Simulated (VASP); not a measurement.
The system is Ta2AlF3.

```xyz
6
Lattice="5.5544 0.0000 0.0000 -2.7772 4.8103 0.0000 0.0000 0.0000 3.0351" Properties=species:S:1:pos:R:3 pbc="T T T"
Ta    2.7772    1.6034    0.0000
Ta    0.0000    3.2068    0.0000
Al    0.0000    0.0000    0.0000
F    -1.3886    2.4051    1.5175
F     2.7772    0.0000    1.5175
F     1.3886    2.4051    1.5175
```

The cell was built from a structure type or drawn by symmetry, and may not be a known phase.

```yaml
Program: VASP 6.6.1
Task: relaxation of cell and atoms
Functional: PBE
Potentials_or_basis: VASP PAW PBE potentials, release 64 (Ta_pv, Al, F)
Cutoff: 600 eV
k_mesh: 6 × 6 × 6
Occupations: gaussian, width 0.1 eV
Spin: no spin polarisation
```

At the start: pressure 12.8 GPa; volume 13.52 Å³/atom.

Where does the relaxation end?

Over 10 steps the energy falls by 605.1 meV/atom and the volume is 13.73 Å³/atom (+1.6 %); space group P6/mmm (No. 191, to 0.1 Å) before and after.

Step by step:
| step | energy change (eV) | largest force (eV/Å) | pressure (GPa) | volume (Å³) |
| --- | --- | --- | --- | --- |
| 1 | 0.0000 | 0.0000 | 12.79 | 81.09 |
| 2 | -2.0465 | 0.0000 | -11.36 | 93.57 |
| 3 | -1.9912 | 0.0000 | -19.30 | 101.84 |
| 4 | -2.1477 | 0.0000 | -15.15 | 97.11 |
| 5 | -3.2956 | 0.0000 | -9.52 | 88.79 |
| 6 | -3.3148 | 0.0000 | -10.85 | 89.84 |
| 7 | -3.6086 | 0.0000 | 3.67 | 80.32 |
| 8 | -3.6303 | 0.0000 | 0.25 | 82.15 |
| 9 | -3.6302 | 0.0000 | -0.02 | 82.30 |
| 10 | -3.6309 | 0.0000 | -0.23 | 82.41 |

Final structure:
```xyz
6
Lattice="4.9892 0.0000 0.0000 -2.4946 4.3208 0.0000 0.0000 0.0000 3.8228" Properties=species:S:1:pos:R:3 pbc="T T T"
Ta    2.4946    1.4403    0.0000
Ta    0.0000    2.8805    0.0000
Al    0.0000    0.0000    3.8228
F    -1.2473    2.1604    1.9114
F     2.4946    0.0000    1.9114
F     1.2473    2.1604    1.9114
```

Caveat: a cell axis changed by over 15 % at a fixed basis, so the end point is rough.
